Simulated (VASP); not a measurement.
# Mg (C2/m) in VASP: single point with PBE

Aim: the single point of Mg with PBE.

Everything below comes from runs of VASP 6.6.1. Logs are shortened: lines on timing, memory, paths and dates and some standing lists are left out, and cuts for length are marked.

## 1. The cell of the first run

It takes space group C2/m (No. 12, monoclinic). Conventional cell: a = 4.625 Å, b = 3.725 Å, c = 3.215 Å, α = 90.00°, β = 129.12°, γ = 90.00°. Mg (site symmetry 2/m) has 14 Mg at 2.97 to 3.72 Å within 3.9 Å.

## 2. Single point, PBE (strained)

INCAR reads:

```
PREC     = Accurate       # precision mode
ENCUT    = 520            # plane-wave cutoff, eV
EDIFF    = 1E-6           # SCF threshold, eV
ISMEAR   = 0              # smearing method
SIGMA    = 0.1            # smearing width, eV
LREAL    = F              # projectors in reciprocal space
LASPH    = T              # aspherical terms in the spheres
NELM     = 80             # most SCF steps
ALGO     = Fast           # electronic algorithm
ISIF     = 2              # what is computed and relaxed
LWAVE    = F              # write WAVECAR
LCHARG   = T              # write CHGCAR
GGA      = PE             # functional
LELF     = T              # ELF
LVHAR    = T            
NBANDS   = 7              # bands
```

KPOINTS reads:

```
regular mesh
0
Gamma
  16 16 16
```

POSCAR reads:

```
Mg
1.0
   -1.8657135615      1.8624666293      1.6797224342
    1.7313612399     -1.8624666293      1.5328431038
    1.8657135615      1.8624666293     -1.6797224342
Mg
1
Direct
    0.0000000000      0.0000000000      0.0000000000
```

Potentials or basis: VASP PAW PBE potentials, release 64 (Mg).

The run is started by

```
$ cat potpaw_PBE.64/Mg/POTCAR > POTCAR
$ mpirun -np 1 vasp_std > vasp.out
```

OUTCAR:

```text
PREC = Accurate
   ENCUT = 520
   EDIFF = 1E-6
   ISMEAR = 0
   LREAL = F
   LASPH = T
   NELM = 80
   ISIF = 2
   GGA = PE

 ion  position               nearest neighbor table
   1  0.000  0.000  0.000-

  LATTYP: Found a base centered monoclinic cell.
 ALAT       =     4.6248112281
 B/A-ratio  =     0.8054238486
 C/A-ratio  =     0.6952443069
 COS(beta)  =    -0.6310141153

  Lattice vectors:

 A1 = (  -1.7313612399,   1.8624666293,  -1.5328431038)
 A2 = (  -1.7313612399,  -1.8624666293,  -1.5328431038)
 A3 = (  -0.1343523216,   0.0000000000,   3.2125655380)

Analysis of symmetry for initial positions (statically):
=====================================================================
 Subroutine PRICEL returns:
 Original cell was already a primitive cell.

 Routine SETGRP: Setting up the symmetry group for a
 base centered monoclinic supercell.

 Subroutine GETGRP returns: Found  4 space group operations
 (whereof  4 operations were pure point group operations)
 out of a pool of  4 trial point group operations.

The static configuration has the point symmetry C_2h.

Analysis of symmetry for dynamics (positions and initial velocities):
=====================================================================
 Subroutine PRICEL returns:
 Original cell was already a primitive cell.

 Routine SETGRP: Setting up the symmetry group for a
 base centered monoclinic supercell.

 Subroutine GETGRP returns: Found  4 space group operations
 (whereof  4 operations were pure point group operations)
 out of a pool of  4 trial point group operations.

The dynamic configuration has the point symmetry C_2h.

 Subroutine INISYM returns: Found  4 space group operations
 (whereof  4 operations are pure point group operations),
 and found     1 'primitive' translations

----------------------------------------------------------------------------------------

                                     Primitive cell

  volume of cell :      21.4856

  direct lattice vectors                    reciprocal lattice vectors
    -1.865713562  1.862466629  1.679722434     0.012732142  0.268461186  0.311810166
     1.731361240 -1.862466629  1.532843104     0.291211365  0.000000000  0.323456412
     1.865713562  1.862466629 -1.679722434     0.278479222  0.268461186  0.011646246

  length of vectors
     3.125881715  2.969175251  3.125881715     0.411654097  0.435233397  0.386985427

  position of ions in fractional coordinates (direct lattice)
     0.000000000  0.000000000  0.000000000

  ion indices of the primitive-cell ions
   primitive index   ion index
                 1           1

----------------------------------------------------------------------------------------

 KPOINTS: regular mesh

Automatic generation of k-mesh.
 Grid dimensions read from file:
 generate k-points for:   16   16   16

 Generating k-lattice:

  Cartesian coordinates                     Fractional coordinates (reciprocal lattice)
     0.000795759  0.016778824  0.019488135     0.062500000  0.000000000  0.000000000
     0.018200710  0.000000000  0.020216026     0.000000000  0.062500000  0.000000000
     0.017404951  0.016778824  0.000727890     0.000000000 -0.000000000  0.062500000

  Length of vectors
     0.025728381  0.027202087  0.024186589

  Shift w.r.t. Gamma in fractional coordinates (k-lattice)
     0.000000000  0.000000000  0.000000000

 Subroutine IBZKPT returns following result:
 ===========================================

 Found   1098 irreducible k-points:

 Following reciprocal coordinates:
            Coordinates               Weight
  0.000000  0.000000  0.000000      1.000000
  0.062500  0.000000 -0.000000      4.000000
  0.125000  0.000000 -0.000000      4.000000
  0.187500  0.000000 -0.000000      4.000000
  0.250000  0.000000 -0.000000      4.000000
  0.312500 -0.000000  0.000000      4.000000
[... 16 lines left out ...]
 -0.187500  0.062500  0.000000      4.000000
 -0.125000  0.062500  0.000000      4.000000
 [... further k-points ...]
   k-points           NKPTS =   1098   k-points in BZ     NKDIM =   1098   number of bands    NBANDS=      7
   number of dos      NEDOS =    301   number of ions     NIONS =      1
   total plane-waves  NPLWV =  13824
   dimension x,y,z NGX =    24 NGY =   24 NGZ =   24
   dimension x,y,z NGXF=    48 NGYF=   48 NGZF=   48
   ions per type =               1
   NGX,Y,Z   is equivalent  to a cutoff of  12.76, 13.44, 12.76 a.u.
   NGXF,Y,Z  is equivalent  to a cutoff of  25.53, 26.88, 25.53 a.u.
 SYSTEM =  unknown system
   PREC   = accura    normal or accurate (medium, high low for compatibility)
   ISTART =      0    job   : 0-new  1-cont  2-samecut
   ICHARG =      2    charge: 1-file 2-atom 10-const
   ISPIN  =      1    spin polarized calculation?
   LNONCOLLINEAR =      F non collinear calculations
   LSORBIT =      F    spin-orbit coupling
   LASPH  =      T    aspherical Exc in radial PAW
   ENCUT  =  520.0 eV  38.22 Ry    6.18 a.u.   5.81  5.52  5.81*2*pi/ulx,y,z
   NELM   =     80;   NELMIN=  2; NELMDL= -5     # of ELM steps
   EDIFF  = 0.1E-05   stopping-criterion for ELM
   LREAL  =      F    real-space projection
   EDIFFG = 0.1E-04   stopping-criterion for IOM
   NSW    =      0    number of steps for IOM
   IBRION =     -1    ionic relax: 0-MD 1-quasi-New 2-CG
   NFREE  =      0    steps in history (QN), initial steepest desc. (CG)
   ISIF   =      2    stress and relaxation
   ISYM   =      2    0-nonsym 1-usesym 2-fastsym
   POTIM  = 0.5000    time-step for ionic-motion
   TEBEG  =    0.0;   TEEND  =   0.0 temperature during run
   PSTRESS=    0.0 pullay stress
   NELECT =       2.0000    total number of electrons
   NUPDOWN=      -1.0000    fix difference up-down
   EMIN   =  10.00;   EMAX   =-10.00  energy-range for DOS
   EFERMI =   0.00;   METHOD = LEGACY
   ISMEAR =     0;   SIGMA  =   0.10  broadening in eV -4-tet -1-fermi 0-gaus
   EFERMI_NEDOS =   21; number of points for ismear=-14 and -15
   IALGO  =     68    algorithm
   IMIX   =      4    mixing-type and parameters
     AMIX     =   0.40;   BMIX     =  1.00
     AMIX_MAG =   1.60;   BMIX_MAG =  1.00
  volume/ion in A,a.u.               =      21.49       144.99
  Fermi-wavevector in a.u.,A,eV,Ry     =   0.741940  1.402064  7.489672  0.550475
  Thomas-Fermi vector in A             =   1.836701
   LORBIT       =      0    0 simple, 1 ext, 2 COOP (PROOUT), +10 PAW based schemes
   GGA     = PE    functional components
   LHFCALC =     F    Hartree Fock is set to
   AEXX    =    0.0000 exact exchange contribution
   IVDW    =     0    specifies the selected vdW correction
   LEPSILON=     F    determine dielectric tensor
   LRPA    =     F    only Hartree local field effects (RPA)
 non-spin polarized calculation
 RMM-DIIS sequential band-by-band and
 Gauss-broadening in eV      SIGMA  =   0.10
  energy-cutoff  :      520.00
  volume of cell :       21.49
 maximum number of plane-waves:       600
   NGX = 11   NGY = 11   NGZ = 11

 number of electron       2.0000000 magnetization

 Free energy of the ion-electron system (eV)
  ---------------------------------------------------
  ext. energy  EPLUGINS =         0.00000000
  ---------------------------------------------------
  free energy    TOTEN  =        -1.44851192 eV

  energy without entropy =       -1.44647172  energy(sigma->0) =       -1.44749182

 E-fermi :   2.9811     XC(G=0):  -8.6990

 val. band max:        2.9744176953   @ k =   0.4375   0.0000   0.0625
 cond. band min:       2.9843805358   @ k =   0.3750   0.3750   0.3125
 fundamental gap:      0.0099628404
 Fermi energy:         2.9811306039

 k-point     1 :       0.0000    0.0000    0.0000
  band No.  band energies     occupation
      1      -4.2314      2.00000
      2      14.7472      0.00000
      3      16.6032      0.00000
      4      17.3907      0.00000
      5      17.4011      0.00000
      6      17.4207      0.00000
      7      17.7944      0.00000

 k-point     2 :       0.0625    0.0000   -0.0000
  band No.  band energies     occupation
      1      -4.1314      2.00000
      2      14.3595      0.00000
      3      15.7971      0.00000
      4      16.2580      0.00000
      5      16.9221      0.00000
      6      17.9470      0.00000
      7      18.2617      0.00000

 k-point     3 :       0.1250    0.0000   -0.0000
  band No.  band energies     occupation
      1      -3.8323      2.00000
      2      13.5562      0.00000
      3      13.8762      0.00000
      4      15.0390      0.00000
      5      16.1164      0.00000
      6      18.9056      0.00000
      7      18.9448      0.00000

 k-point     4 :       0.1875    0.0000   -0.0000
  band No.  band energies     occupation
      1      -3.3361      2.00000
      2      11.4993      0.00000
      3      12.9653      0.00000
      4      14.0946      0.00000
      5      15.3933      0.00000
      6      18.0749      0.00000
      7      19.3906      0.00000

 k-point     5 :       0.2500    0.0000   -0.0000
  band No.  band energies     occupation
      1      -2.6460      2.00000
      2       9.3231      0.00000
      3      12.3561      0.00000
      4      13.2901      0.00000
      5      14.8220      0.00000
      6      17.1719      0.00000
      7      19.7388      0.00000
[... 161 lines left out ...]
 k-point    22 :      -0.2500    0.0625    0.0000
  band No.  band energies     occupation
      1      -3.0215      2.00000
      2      10.5611      0.00000
      3      11.9059      0.00000
      4      13.4865      0.00000
      5      14.7822      0.00000
      6      19.5608      0.00000
      7      20.2451      0.00000

 k-point    23 :      -0.1875    0.0625    0.0000
  band No.  band energies     occupation
      1      -3.5921      2.00000
      2      12.0570      0.00000
      3      13.2682      0.00000
      4      14.3357      0.00000
      5      15.5488      0.00000
      6      19.1841      0.00000
      7      20.1780      0.00000

 k-point    24 :      -0.1250    0.0625    0.0000
  band No.  band energies     occupation
      1      -3.9668      2.00000
      2      12.9313      0.00000
      3      15.2811      0.00000
      4      15.4156      0.00000
      5      16.3774      0.00000
      6      18.1352      0.00000
      7      19.2611      0.00000

 [... further k-points ...]

------------------------ aborting loop because EDIFF is reached ----------------------------------------

  FORCE on cell =-STRESS in cart. coord.  units (eV):
  Direction    XX          YY          ZZ          XY          YZ          ZX
  --------------------------------------------------------------------------------------
  -------------------------------------------------------------------------------------
  Total        0.2933062      0.3756408      0.5220494      0.0000000      0.0000000      0.4042427
  in kB       21.8717781     28.0114516     38.9291118      0.0000000      0.0000000     30.1442929
  external PRESSURE =      29.6041138 kB  Pullay stress =       0.0000000 kB

 VOLUME and BASIS-vectors are now :
 -----------------------------------------------------------------------------
  energy-cutoff  :      520.00
  volume of cell :       21.49
      direct lattice vectors                 reciprocal lattice vectors
    -1.865713562  1.862466629  1.679722434     0.012732142  0.268461186  0.311810166
     1.731361240 -1.862466629  1.532843104     0.291211365  0.000000000  0.323456412
     1.865713562  1.862466629 -1.679722434     0.278479222  0.268461186  0.011646246

 POSITION                                       TOTAL-FORCE (eV/Angst)
 -----------------------------------------------------------------------------------
      0.00000      0.00000      0.00000         0.000000      0.000000     -0.000000
 -----------------------------------------------------------------------------------
    total drift:                                0.000000     -0.000000     -0.000000

  FREE ENERGIE OF THE ION-ELECTRON SYSTEM (eV)
  ---------------------------------------------------
  free  energy   TOTEN  =        -1.4485119244 eV

  energy  without entropy=       -1.4464717241  energy(sigma->0) =       -1.44749182
```

Wall time 2 min (1 thread of Intel Xeon 8259CL, shared host); peak memory 0.29 GiB.

Results:

```
Free energy            : -1.4485 eV
Pressure               : 3.0 GPa
Band gap on the k mesh : zero (bands 1 and 2 overlap by 4.35 eV)
```

Levels at points of the mesh, in eV from the Fermi level:
```csv
k point,band 1,band 2,band 3,band 4,band 5
"(0.00, 0.00, 0.00)",-7.21,11.77,13.62,14.41,14.42
"(0.50, 0.00, 0.00)",-1.38,-0.59,8.30,8.79,11.08
"(0.00, 0.50, 0.00)",-0.78,0.23,7.64,8.32,9.18
"(0.50, 0.50, 0.00)",-1.93,-1.48,10.40,11.00,13.10
"(0.50, 0.00, 0.50)",-1.62,-0.98,8.23,9.64,10.06
"(0.50, 0.50, 0.50)",2.68,3.32,3.50,4.30,6.49
```

Caveat: the cell differs from its parent crystal (strained).
